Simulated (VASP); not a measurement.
# Bi (R-3m) in VASP: further runs

Runs on Bi. Level: LDA. Tasks: single point, relaxation of volume and atoms at fixed shape.

All numbers are computed with VASP 6.6.1; they aren't measurements. Logs are shortened: lines on timing, memory, paths and dates and some standing lists are left out, and cuts for length are marked.

**1. The cell of the first run**

Symmetry: R-3m, No. 166, trigonal system. Conventional cell: a = 4.482 Å, b = 4.482 Å, c = 11.675 Å, α = 90.00°, β = 90.00°, γ = 120.00°. Bi (site symmetry 3m) has 6 Bi at 3.04 to 3.46 Å within 4.0 Å.

**2. Single point, LDA**

The input, INCAR:

```
SYSTEM = Bi
PREC = Accurate
ENCUT = 520
EDIFF = 1E-6
ISMEAR = 1
SIGMA = 0.1
LREAL = .FALSE.
LASPH = .TRUE.
NELM = 100
ALGO = Normal
ISIF = 2
LWAVE = .FALSE.
LCHARG = .FALSE.
GGA = CA
NBANDS = 22
```

The input, KPOINTS:

```
Automatic mesh
0
G
  6 6 6
  0 0 0
```

The input, POSCAR:

```
Bi
1.0
    2.2408098706      1.2937321836      3.8916468644
   -2.2408098706      1.2937321836      3.8916468644
    0.0000000000     -2.5874643624      3.8916468660
Bi
2
Direct
    0.2350946137      0.2350946137      0.2350946137
    0.7649053863      0.7649053863      0.7649053863
```

Potentials or basis: VASP PAW LDA potentials, release 64 (Bi_d).

Run with:

```
cat potpaw_LDA.64/Bi_d/POTCAR > POTCAR
mpirun -np 1 vasp_std > vasp.out
```

OUTCAR:

```text
SYSTEM = Bi
   PREC = Accurate
   ENCUT = 520
   EDIFF = 1E-6
   ISMEAR = 1
   LREAL = .FALSE.
   LASPH = .TRUE.
   NELM = 100
   ISIF = 2
   GGA = CA

 ion  position               nearest neighbor table
   1  0.235  0.235  0.235-   2 3.04   2 3.04   2 3.04   2 3.46   2 3.46   2 3.46
   2  0.765  0.765  0.765-   1 3.04   1 3.04   1 3.04   1 3.46   1 3.46   1 3.46

  LATTYP: Found a trigonal (rhomboedric) cell.
 ALAT       =     4.6733165050
 COS(alpha) =     0.5401781300

  Lattice vectors:

 A1 = (   2.2408098706,   1.2937321836,   3.8916468644)
 A2 = (  -2.2408098706,   1.2937321836,   3.8916468644)
 A3 = (   0.0000000000,  -2.5874643624,   3.8916468660)

Analysis of symmetry for initial positions (statically):
=====================================================================
 Subroutine PRICEL returns:
 Original cell was already a primitive cell.

 Routine SETGRP: Setting up the symmetry group for a
 trigonal (rhombohedral) supercell.

 Subroutine GETGRP returns: Found 12 space group operations
 (whereof 12 operations were pure point group operations)
 out of a pool of 12 trial point group operations.

The static configuration has the point symmetry D_3d.

Analysis of symmetry for dynamics (positions and initial velocities):
=====================================================================
 Subroutine PRICEL returns:
 Original cell was already a primitive cell.

 Routine SETGRP: Setting up the symmetry group for a
 trigonal (rhombohedral) supercell.

 Subroutine GETGRP returns: Found 12 space group operations
 (whereof 12 operations were pure point group operations)
 out of a pool of 12 trial point group operations.

The dynamic configuration has the point symmetry D_3d.

 Subroutine INISYM returns: Found 12 space group operations
 (whereof 12 operations are pure point group operations),
 and found     1 'primitive' translations

----------------------------------------------------------------------------------------

                                     Primitive cell

  volume of cell :      67.6915

  direct lattice vectors                    reciprocal lattice vectors
     2.240809871  1.293732184  3.891646864     0.223133612  0.128826251  0.085653541
    -2.240809871  1.293732184  3.891646864    -0.223133612  0.128826251  0.085653541
     0.000000000 -2.587464362  3.891646866     0.000000000 -0.257652502  0.085653541

  length of vectors
     4.673316505  4.673316505  4.673316505     0.271516741  0.271516741  0.271516741

  position of ions in fractional coordinates (direct lattice)
     0.235094614  0.235094614  0.235094614
     0.764905386  0.764905386  0.764905386

  ion indices of the primitive-cell ions
   primitive index   ion index
                 1           1
                 2           2

----------------------------------------------------------------------------------------

 KPOINTS: Automatic mesh

Automatic generation of k-mesh.
 Grid dimensions read from file:
 generate k-points for:    6    6    6

 Generating k-lattice:

  Cartesian coordinates                     Fractional coordinates (reciprocal lattice)
     0.037188935  0.021471042  0.014275590     0.166666667  0.000000000 -0.000000000
    -0.037188935  0.021471042  0.014275590     0.000000000  0.166666667 -0.000000000
     0.000000000 -0.042942084  0.014275590     0.000000000  0.000000000  0.166666667

  Length of vectors
     0.045252790  0.045252790  0.045252790

  Shift w.r.t. Gamma in fractional coordinates (k-lattice)
     0.000000000  0.000000000  0.000000000

 Subroutine IBZKPT returns following result:
 ===========================================

 Found     32 irreducible k-points:

 Following reciprocal coordinates:
            Coordinates               Weight
  0.000000  0.000000  0.000000      1.000000
  0.166667  0.000000  0.000000      6.000000
  0.333333 -0.000000 -0.000000      6.000000
  0.500000  0.000000 -0.000000      3.000000
  0.166667  0.166667  0.000000      6.000000
  0.333333  0.166667 -0.000000     12.000000
[... 16 lines left out ...]
  0.500000  0.500000  0.166667      6.000000
 -0.333333  0.500000  0.166667     12.000000
 [... further k-points ...]
   k-points           NKPTS =     32   k-points in BZ     NKDIM =     32   number of bands    NBANDS=     22
   number of dos      NEDOS =    301   number of ions     NIONS =      2
   total plane-waves  NPLWV =  46656
   dimension x,y,z NGX =    36 NGY =   36 NGZ =   36
   dimension x,y,z NGXF=    72 NGYF=   72 NGZF=   72
   ions per type =               2
   NGX,Y,Z   is equivalent  to a cutoff of  12.81, 12.81, 12.81 a.u.
   NGXF,Y,Z  is equivalent  to a cutoff of  25.61, 25.61, 25.61 a.u.
 SYSTEM =  Bi
   PREC   = accura    normal or accurate (medium, high low for compatibility)
   ISTART =      0    job   : 0-new  1-cont  2-samecut
   ICHARG =      2    charge: 1-file 2-atom 10-const
   ISPIN  =      1    spin polarized calculation?
   LNONCOLLINEAR =      F non collinear calculations
   LSORBIT =      F    spin-orbit coupling
   LASPH  =      T    aspherical Exc in radial PAW
   ENCUT  =  520.0 eV  38.22 Ry    6.18 a.u.   8.69  8.69  8.69*2*pi/ulx,y,z
   NELM   =    100;   NELMIN=  2; NELMDL= -5     # of ELM steps
   EDIFF  = 0.1E-05   stopping-criterion for ELM
   LREAL  =      F    real-space projection
   EDIFFG = 0.1E-04   stopping-criterion for IOM
   NSW    =      0    number of steps for IOM
   IBRION =     -1    ionic relax: 0-MD 1-quasi-New 2-CG
   NFREE  =      0    steps in history (QN), initial steepest desc. (CG)
   ISIF   =      2    stress and relaxation
   ISYM   =      2    0-nonsym 1-usesym 2-fastsym
   POTIM  = 0.5000    time-step for ionic-motion
   TEBEG  =    0.0;   TEEND  =   0.0 temperature during run
   PSTRESS=    0.0 pullay stress
   NELECT =      30.0000    total number of electrons
   NUPDOWN=      -1.0000    fix difference up-down
   EMIN   =  10.00;   EMAX   =-10.00  energy-range for DOS
   EFERMI =   0.00;   METHOD = LEGACY
   ISMEAR =     1;   SIGMA  =   0.10  broadening in eV -4-tet -1-fermi 0-gaus
   EFERMI_NEDOS =   21; number of points for ismear=-14 and -15
   IALGO  =     38    algorithm
   IMIX   =      4    mixing-type and parameters
     AMIX     =   0.40;   BMIX     =  1.00
     AMIX_MAG =   1.60;   BMIX_MAG =  1.00
  volume/ion in A,a.u.               =      33.85       228.40
  Fermi-wavevector in a.u.,A,eV,Ry     =   1.248161  2.358682 21.196592  1.557906
  Thomas-Fermi vector in A             =   2.382260
   LORBIT       =      0    0 simple, 1 ext, 2 COOP (PROOUT), +10 PAW based schemes
   GGA     = CA    functional components
   LHFCALC =     F    Hartree Fock is set to
   AEXX    =    0.0000 exact exchange contribution
   IVDW    =     0    specifies the selected vdW correction
   LEPSILON=     F    determine dielectric tensor
   LRPA    =     F    only Hartree local field effects (RPA)
 non-spin polarized calculation
 Methfessel and Paxton  Order N= 1 SIGMA  =   0.10
  energy-cutoff  :      520.00
  volume of cell :       67.69
 maximum number of plane-waves:      1851
   NGX = 17   NGY = 17   NGZ = 17

 number of electron      30.0000008 magnetization

 Free energy of the ion-electron system (eV)
  ---------------------------------------------------
  ext. energy  EPLUGINS =         0.00000000
  ---------------------------------------------------
  free energy    TOTEN  =        -9.14269182 eV

  energy without entropy =       -9.14210165  energy(sigma->0) =       -9.14249509

 E-fermi :   6.4630     XC(G=0):  -9.9802

 val. band max:        6.4567052363   @ k =  -0.3333   0.5000   0.3333
 cond. band min:       6.9622787675   @ k =   0.5000   0.0000  -0.0000
 fundamental gap:      0.5055735312
 Fermi energy:         6.4629687576

 k-point     1 :       0.0000    0.0000    0.0000
  band No.  band energies     occupation
      1     -16.4041      2.00000
      2     -16.4041      2.00000
      3     -16.2323      2.00000
      4     -16.2323      2.00000
      5     -16.2176      2.00000
      6     -16.0230      2.00000
[... 14 lines left out ...]
     21      12.3417      0.00000
     22      12.8347      0.00000

 k-point     2 :       0.1667    0.0000    0.0000
  band No.  band energies     occupation
      1     -16.3809      2.00000
      2     -16.3752      2.00000
      3     -16.2224      2.00000
      4     -16.2151      2.00000
      5     -16.2021      2.00000
      6     -16.0380      2.00000
[... 14 lines left out ...]
     21      12.7197      0.00000
     22      14.6808      0.00000

 k-point     3 :       0.3333   -0.0000   -0.0000
  band No.  band energies     occupation
      1     -16.3242      2.00000
      2     -16.2966      2.00000
      3     -16.2016      2.00000
      4     -16.1708      2.00000
      5     -16.1580      2.00000
      6     -16.0872      2.00000
[... 14 lines left out ...]
     21      14.1465      0.00000
     22      17.0662      0.00000

 k-point     4 :       0.5000    0.0000   -0.0000
  band No.  band energies     occupation
      1     -16.2858      2.00000
      2     -16.2120      2.00000
      3     -16.1886      2.00000
      4     -16.1675      2.00000
      5     -16.1255      2.00000
      6     -16.1096      2.00000
[... 14 lines left out ...]
     21      15.7884      0.00000
     22      16.0202      0.00000

 k-point     5 :       0.1667    0.1667    0.0000
  band No.  band energies     occupation
      1     -16.4002      2.00000
      2     -16.3455      2.00000
      3     -16.2328      2.00000
      4     -16.2060      2.00000
      5     -16.1941      2.00000
      6     -16.0447      2.00000
[... 417 lines left out ...]
 k-point    22 :      -0.1667    0.3333    0.1667
  band No.  band energies     occupation
      1     -16.3577      2.00000
      2     -16.2193      2.00000
      3     -16.2045      2.00000
      4     -16.1621      2.00000
      5     -16.1371      2.00000
      6     -16.1079      2.00000
[... 14 lines left out ...]
     21      15.1628      0.00000
     22      15.8331      0.00000

 k-point    23 :       0.5000    0.5000    0.1667
  band No.  band energies     occupation
      1     -16.3688      2.00000
      2     -16.2567      2.00000
      3     -16.2307      2.00000
      4     -16.1486      2.00000
      5     -16.1402      2.00000
      6     -16.0859      2.00000
[... 14 lines left out ...]
     21      15.9576      0.00000
     22      17.0487      0.00000

 k-point    24 :      -0.3333    0.5000    0.1667
  band No.  band energies     occupation
      1     -16.3550      2.00000
      2     -16.2539      2.00000
      3     -16.2151      2.00000
      4     -16.1581      2.00000
      5     -16.1165      2.00000
      6     -16.1055      2.00000
[... 14 lines left out ...]
     21      16.7634      0.00000
     22      16.9875      0.00000

 [... further k-points ...]
[... 5 lines left out ...]
  --------------------------------------------------------------------------------------
  -------------------------------------------------------------------------------------
  Total        0.0620756      0.0620756     -0.0097150      0.0000000     -0.0000000      0.0000000
  in kB        1.4692552      1.4692552     -0.2299437      0.0000000     -0.0000000      0.0000000
  external PRESSURE =       0.9028556 kB  Pullay stress =       0.0000000 kB

 VOLUME and BASIS-vectors are now :
 -----------------------------------------------------------------------------
  energy-cutoff  :      520.00
  volume of cell :       67.69
      direct lattice vectors                 reciprocal lattice vectors
     2.240809871  1.293732184  3.891646864     0.223133612  0.128826251  0.085653541
    -2.240809871  1.293732184  3.891646864    -0.223133612  0.128826251  0.085653541
     0.000000000 -2.587464362  3.891646866     0.000000000 -0.257652502  0.085653541

 POSITION                                       TOTAL-FORCE (eV/Angst)
 -----------------------------------------------------------------------------------
      0.00000      0.00000      2.74472         0.000000      0.000000      0.028299
      0.00000      0.00000      8.93022         0.000000     -0.000000     -0.028299
 -----------------------------------------------------------------------------------
    total drift:                                0.000000      0.000000     -0.000000

  FREE ENERGIE OF THE ION-ELECTRON SYSTEM (eV)
  ---------------------------------------------------
  free  energy   TOTEN  =        -9.1426918152 eV

  energy  without entropy=       -9.1421016518  energy(sigma->0) =       -9.14249509
```

Wall time 19 s (1 thread of Intel Xeon Platinum 8559C (Emerald Rapids), shared host); peak memory 0.18 GiB.

Results:

```
Free energy            : -9.1427 eV
Pressure               : 0.1 GPa
Largest force          : 0.028 eV/Å
Band gap on the k mesh : zero (bands 15 and 16 overlap by 0.17 eV)
```

Forces in eV/Å, atoms in the order of the input:
```
Bi   0.000  0.000  0.028
Bi   0.000  0.000 -0.028
```

Levels at points of the mesh, in eV from the Fermi level:
```csv
k point,band 13,band 14,band 15,band 16,band 17,band 18
"(0.00, 0.00, 0.00)",-1.52,-1.19,-1.19,2.70,3.11,3.11
"(0.50, 0.00, 0.00)",-1.25,-1.09,-0.20,-0.17,0.50,1.00
"(0.50, 0.50, 0.00)",-4.86,-3.13,-2.97,2.43,5.17,5.60
"(0.50, 0.50, 0.50)",-0.79,-0.51,-0.51,0.69,0.69,0.82
```

Caveat: spin-orbit coupling is left out, which moves the levels of the heavy elements.

**3. Relaxation of volume and atoms at fixed shape, LDA**

This run uses another cell than the first one, of 35.07 Å³/atom.

The input, INCAR:

```
SYSTEM = Bi
  PREC = Accurate
  ENCUT = 600
  EDIFF = 1E-6
  ISMEAR = 1
  SIGMA = 0.1
  LREAL = .False.
  LASPH = .True.
  NELM = 80
  ALGO = Normal
  ISIF = 8
  LWAVE = .False.
  LCHARG = .False.
  IBRION = 2
  NSW = 60
  EDIFFG = -0.02
```

The input, KPOINTS:

```
regular mesh
0
Gamma
  6 6 6
  0 0 0
```

The input, POSCAR:

```
Bi
1.0
    2.2675000000      1.3091417400      3.9380000000
   -2.2675000000      1.3091417400      3.9380000000
    0.0000000000     -2.6182834700      3.9380000000
Bi
2
Direct
    0.2340000000      0.2340000000      0.2340000000
    0.7660000000      0.7660000000      0.7660000000
```

Potentials or basis: VASP PAW LDA potentials, release 64 (Bi_d).

Run with:

```
cat potpaw_LDA.64/Bi_d/POTCAR > POTCAR
mpirun -np 1 vasp_std > vasp.out
```

Wall time 2.2 min (1 thread of Intel Xeon Platinum 8559C (Emerald Rapids), shared host); peak memory 0.22 GiB.

It converged, with:

| Quantity | Value |
| --- | --- |
| Free energy | -9.1432 eV |
| Relaxed volume | 33.85 Å³/atom |
| Relaxed cell | a = 4.674 Å, b = 4.674 Å, c = 4.674 Å, α = 57.30°, β = 57.30°, γ = 57.30° |
| Space group after relaxing (to 0.1 Å) | R-3m (No. 166) |
| Energy gained by relaxing | 5.2 meV/atom |
| Ionic steps | 10 |
| Pressure after relaxing | 0.1 GPa |
| Largest force after relaxing | 0.015 eV/Å |
| Band gap on the k mesh | zero (bands 15 and 16 overlap by 0.17 eV) |

Forces in eV/Å, atoms in the order of the input:
```
Bi   0.000  0.000  0.015
Bi   0.000  0.000 -0.015
```

Stress tensor (GPa, compression positive):
```
 0.13  0.00  0.00
 0.00  0.13  0.00
 0.00  0.00 -0.05
```

Step by step:
```
step  energy change (eV)  largest force (eV/Å)  pressure (GPa)  volume (Å³)
   1              0.0000                0.0111           -1.40        70.14
   2             -0.0053                0.1966            0.95        67.07
   3             -0.0086                0.1138           -0.03        68.22
   4             -0.0086                0.1174           -0.02        68.18
   5             -0.0085                0.1284            0.15        68.03
   6             -0.0086                0.1195            0.06        68.14
   7             -0.0096                0.0786            0.09        67.98
   8             -0.0102                0.0416            0.11        67.83
   9             -0.0101                0.0287            0.16        67.53
  10             -0.0103                0.0146            0.07        67.70
```

Final structure:
```
Bi
1.0
     2.24095    1.29381    3.89189
    -2.24095    1.29381    3.89189
     0.00000   -2.58762    3.89189
Bi
2
Cartesian
  0.0000 0.0000 2.7464
  0.0000 0.0000 8.9292
```

Levels at points of the mesh, in eV from the Fermi level:
```csv
k point,band 13,band 14,band 15,band 16,band 17,band 18
"(0.00, 0.00, 0.00)",-1.53,-1.19,-1.19,2.71,3.11,3.11
"(0.50, 0.00, 0.00)",-1.24,-1.08,-0.20,-0.18,0.49,0.98
"(0.50, 0.50, 0.00)",-4.86,-3.13,-2.96,2.44,5.17,5.59
"(0.50, 0.50, 0.50)",-0.78,-0.50,-0.50,0.68,0.68,0.81
```

Caveat: spin-orbit coupling is left out, which moves the levels of the heavy elements. LDA usually gives volumes a few per cent too small.
